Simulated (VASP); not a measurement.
Input of a VASP 6.6.1 run:

File INCAR:

```
PREC = Accurate
ENCUT = 520
EDIFF = 1E-6
ISMEAR = 0
SIGMA = 0.01
LREAL = F
LASPH = T
NELM = 60
ALGO = Normal
ISIF = 2
LWAVE = F
LCHARG = F
GGA = PS
NBANDS = 37
```

KPOINTS

```
regular mesh
0
Gamma
  4 6 6
```

POSCAR

```
PbF2
1.0
    6.0738438446      0.0000000000      0.0000000000
    0.0000000000      3.0268614557      3.0361727815
    0.0000000000     -3.0268614557      3.0361727815
Pb F
2 4
Direct
    0.5000000000      0.9774790000      0.9774790000
    0.0000000000      0.4774790000      0.4774790000
    0.7647730000      0.9736080000      0.4586660000
    0.2352270000      0.4586660000      0.9736080000
    0.7352270000      0.4736080000      0.9586660000
    0.2647730000      0.9586660000      0.4736080000
```

Potentials or basis: VASP PAW PBE potentials, release 64 (Pb_d, F).

The run is started by

```console
$ cat potpaw_PBE.64/Pb_d/POTCAR potpaw_PBE.64/F/POTCAR > POTCAR
$ mpirun -np 1 vasp_std > vasp.out
```

Q: Estimate the pressure.

A: -5.2 GPa.

Q: What does it give for the band gap on the k mesh?

A: 4.28 eV.

Q: Estimate the largest force.

A: 0.034 eV/Å.

Forces on the atoms (eV/Å):
```
Pb   0.000  0.000 -0.006
Pb   0.000  0.000 -0.006
F   -0.019 -0.027  0.003
F    0.019  0.027  0.003
F    0.019 -0.027  0.003
F   -0.019  0.027  0.003
```

Caveat: the PAW data sets were made with another functional, which shifts forces and pressure a little; spin-orbit coupling is left out, which moves the levels of the heavy elements. A k mesh can miss the band edges.
